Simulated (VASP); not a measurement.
# PbS in VASP: further runs, part 2 of 2

VASP 6.6.1. Earlier steps stand in the parts before.

## Step 6: Single point, LDA (zz strain of +2 %)

Input file INCAR:

```
SYSTEM = PbS
  ALGO = Normal
  EDIFF = 1E-6
  ENCUT = 520
  GGA = CA
  ISIF = 2
  ISMEAR = -1
  LASPH = .TRUE.
  LCHARG = .FALSE.
  LREAL = .FALSE.
  LWAVE = .FALSE.
  NBANDS = 17
  NELM = 60
  PREC = Accurate
  SIGMA = 0.01
```

Input file KPOINTS:

```
k-points
0
G
  8 8 8
  0 0 0
```

Input file POSCAR:

```
PbS
1.0
    0.0000000000      2.9650000000      3.0243000000
    2.9650000000      0.0000000000      3.0243000000
    2.9650000000      2.9650000000      0.0000000000
Pb S
1 1
Direct
    0.0000000000      0.0000000000      0.0000000000
    0.5000000000      0.5000000000      0.5000000000
```

Potentials or basis: VASP PAW LDA potentials, release 64 (Pb_d, S).

On the command line:

```bash
$ cat potpaw_LDA.64/Pb_d/POTCAR potpaw_LDA.64/S/POTCAR > POTCAR
$ mpirun -np 1 vasp_std > vasp.out
```

OUTCAR:

```text
SYSTEM = PbS
   EDIFF = 1E-6
   ENCUT = 520
   GGA = CA
   ISIF = 2
   ISMEAR = -1
   LASPH = .TRUE.
   LREAL = .FALSE.
   NELM = 60
   PREC = Accurate

 ion  position               nearest neighbor table
   1  0.000  0.000  0.000-   2 2.96   2 2.96   2 2.96   2 2.96   2 3.02   2 3.02
   2  0.500  0.500  0.500-   1 2.96   1 2.96   1 2.96   1 2.96   1 3.02   1 3.02

  LATTYP: Found a body centered tetragonal cell.
 ALAT       =     4.1931432124
 C/A-ratio  =     1.4424978336

  Lattice vectors:

 A1 = (  -2.9650000000,   0.0000000000,   3.0243000000)
 A2 = (   2.9650000000,   0.0000000000,   3.0243000000)
 A3 = (   0.0000000000,   2.9650000000,  -3.0243000000)

Analysis of symmetry for initial positions (statically):
=====================================================================
 Subroutine PRICEL returns:
 Original cell was already a primitive cell.

 Routine SETGRP: Setting up the symmetry group for a
 body centered tetragonal supercell.

 Subroutine GETGRP returns: Found 16 space group operations
 (whereof 16 operations were pure point group operations)
 out of a pool of 16 trial point group operations.

The static configuration has the point symmetry D_4h.

Analysis of symmetry for dynamics (positions and initial velocities):
=====================================================================
 Subroutine PRICEL returns:
 Original cell was already a primitive cell.

 Routine SETGRP: Setting up the symmetry group for a
 body centered tetragonal supercell.

 Subroutine GETGRP returns: Found 16 space group operations
 (whereof 16 operations were pure point group operations)
 out of a pool of 16 trial point group operations.

The dynamic configuration has the point symmetry D_4h.

 Subroutine INISYM returns: Found 16 space group operations
 (whereof 16 operations are pure point group operations),
 and found     1 'primitive' translations

[... 109 lines left out ...]
   ISMEAR =    -1;   SIGMA  =   0.01  broadening in eV -4-tet -1-fermi 0-gaus
   EFERMI_NEDOS =   21; number of points for ismear=-14 and -15
   IALGO  =     38    algorithm
   IMIX   =      4    mixing-type and parameters
     AMIX     =   0.40;   BMIX     =  1.00
     AMIX_MAG =   1.60;   BMIX_MAG =  1.00
  volume/ion in A,a.u.               =      26.59       179.42
  Fermi-wavevector in a.u.,A,eV,Ry     =   1.181726  2.233138 19.000210  1.396476
  Thomas-Fermi vector in A             =   2.317994
   LORBIT       =      0    0 simple, 1 ext, 2 COOP (PROOUT), +10 PAW based schemes
   GGA     = CA    functional components
   LHFCALC =     F    Hartree Fock is set to
   AEXX    =    0.0000 exact exchange contribution
   IVDW    =     0    specifies the selected vdW correction
   LEPSILON=     F    determine dielectric tensor
   LRPA    =     F    only Hartree local field effects (RPA)
 non-spin polarized calculation
  energy-cutoff  :      520.00
  volume of cell :       53.17
 maximum number of plane-waves:      1442
   NGX = 15   NGY = 15   NGZ = 15

 number of electron      20.0000001 magnetization

 Free energy of the ion-electron system (eV)
  ---------------------------------------------------
  ext. energy  EPLUGINS =         0.00000000
  ---------------------------------------------------
  free energy    TOTEN  =        -9.95895006 eV

  energy without entropy =       -9.95895005  energy(sigma->0) =       -9.95895005

 E-fermi :   5.4668     XC(G=0):  -9.9418

 val. band max:        5.3351025301   @ k =   0.5000   0.0000   0.0000
 cond. band min:       5.5983929318   @ k =   0.5000   0.0000   0.0000
 fundamental gap:      0.2632904017
 Fermi energy:         5.4667522902

 k-point     1 :       0.0000    0.0000    0.0000
  band No.  band energies     occupation
      1     -11.3986      2.00000
      2     -11.3986      2.00000
      3     -11.3948      2.00000
      4     -11.3943      2.00000
      5     -11.3813      2.00000
      6      -8.0557      2.00000
[... 457 lines left out ...]
      4     -11.3691      2.00000
      5     -11.3538      2.00000
      6      -7.1208      2.00000
[... 9 lines left out ...]
     16      15.0727      0.00000
     17      16.8013      0.00000

 [... further k-points ...]

------------------------ aborting loop because EDIFF is reached ----------------------------------------

  FORCE on cell =-STRESS in cart. coord.  units (eV):
  Direction    XX          YY          ZZ          XY          YZ          ZX
  --------------------------------------------------------------------------------------
  -------------------------------------------------------------------------------------
  Total       -0.9233754     -0.9233754     -1.6113220      0.0000000      0.0000000     -0.0000000
  in kB      -27.8217613    -27.8217613    -48.5499365      0.0000000      0.0000000     -0.0000000
  external PRESSURE =     -34.7311530 kB  Pullay stress =       0.0000000 kB

 VOLUME and BASIS-vectors are now :
 -----------------------------------------------------------------------------
  energy-cutoff  :      520.00
  volume of cell :       53.17
      direct lattice vectors                 reciprocal lattice vectors
     0.000000000  2.965000000  3.024300000    -0.168634064  0.168634064  0.165327514
     2.965000000  0.000000000  3.024300000     0.168634064 -0.168634064  0.165327514
     2.965000000  2.965000000  0.000000000     0.168634064  0.168634064 -0.165327514

 POSITION                                       TOTAL-FORCE (eV/Angst)
 -----------------------------------------------------------------------------------
      0.00000      0.00000      0.00000         0.000000      0.000000      0.000000
      2.96500      2.96500      3.02430         0.000000     -0.000000     -0.000000
 -----------------------------------------------------------------------------------
    total drift:                                0.000000     -0.000000     -0.000000

  FREE ENERGIE OF THE ION-ELECTRON SYSTEM (eV)
  ---------------------------------------------------
  free  energy   TOTEN  =        -9.9589500578 eV

  energy  without entropy=       -9.9589500493  energy(sigma->0) =       -9.95895005
```

OSZICAR:

```text
N       E                     dE             d eps       ncg     rms          rms(c)
DAV:   1     0.156311629527E+03    0.15631E+03   -0.96152E+03  2014   0.123E+03
DAV:   2     0.148538812109E+01   -0.15483E+03   -0.14937E+03  2180   0.314E+02
DAV:   3    -0.101232244410E+02   -0.11609E+02   -0.11509E+02  2596   0.915E+01
DAV:   4    -0.104183943321E+02   -0.29517E+00   -0.29496E+00  2655   0.157E+01
DAV:   5    -0.104290488679E+02   -0.10655E-01   -0.10654E-01  2877   0.295E+00    0.435E+00
DAV:   6    -0.997028730371E+01    0.45876E+00   -0.13844E+00  3179   0.777E+00    0.303E+00
DAV:   7    -0.996320435697E+01    0.70829E-02   -0.10550E-01  2457   0.162E+00    0.170E+00
DAV:   8    -0.995931638993E+01    0.38880E-02   -0.12140E-02  2549   0.105E+00    0.241E-01
DAV:   9    -0.995893191215E+01    0.38448E-03   -0.25797E-03  3112   0.378E-01    0.797E-02
DAV:  10    -0.995895481315E+01   -0.22901E-04   -0.15547E-04  2373   0.719E-02    0.578E-02
DAV:  11    -0.995895014602E+01    0.46671E-05   -0.20360E-05  2814   0.451E-02    0.870E-03
DAV:  12    -0.995895005778E+01    0.88242E-07   -0.69301E-07  1588   0.118E-02
   1 F= -.99589501E+01 E0= -.99589501E+01  d E =-.848736E-08
```

Wall time 62 s (1 thread of Intel Xeon 8259CL, shared host); peak memory 0.19 GiB.

Results:

```yaml
Free_energy: -9.9590 eV
Pressure: -3.5 GPa
Band_gap_on_the_k_mesh: 0.26 eV, direct
```

Stress tensor (GPa, compression positive):
```
-2.78  0.00  0.00
 0.00 -2.78  0.00
 0.00  0.00 -4.85
```

Caveat: the cell differs from its parent crystal (zz strain of +2 %); spin-orbit coupling is left out, which moves the levels of the heavy elements. A k mesh can miss the band edges.

## Step 7: Summary

| cell | gap on the mesh (eV) | pressure (GPa) |
| --- | --- | --- |
| a = 4.228 Å, angles 60.0°, 2 atoms | 0.29 | -3.8 |
| a = 4.262 Å, angles 60.0°, 2 atoms | 0.37 | -4.9 |
| a = 4.275 Å, angles 60.0°, 2 atoms | 0.40 | -5.3 |
| a = 4.172, b = 4.172, c = 4.193 Å, angles 59.8, 59.8, 60.3°, 2 atoms | 0.16 | -1.9 |
| a = 4.235, b = 4.235, c = 4.193 Å, angles 60.3, 60.3, 59.3°, 2 atoms | 0.26 | -3.5 |

Alike in all rows: task single point; level LDA; potentials or basis VASP PAW LDA potentials, release 64 (Pb_d, S); no spin polarisation; k mesh 8 × 8 × 8; cutoff (eV) 520; smearing fermi-dirac 0.01 eV.

Caveats: spin-orbit coupling is left out, which moves the levels of the heavy elements.

Absolute energies hang on the potentials; compare differences alone.
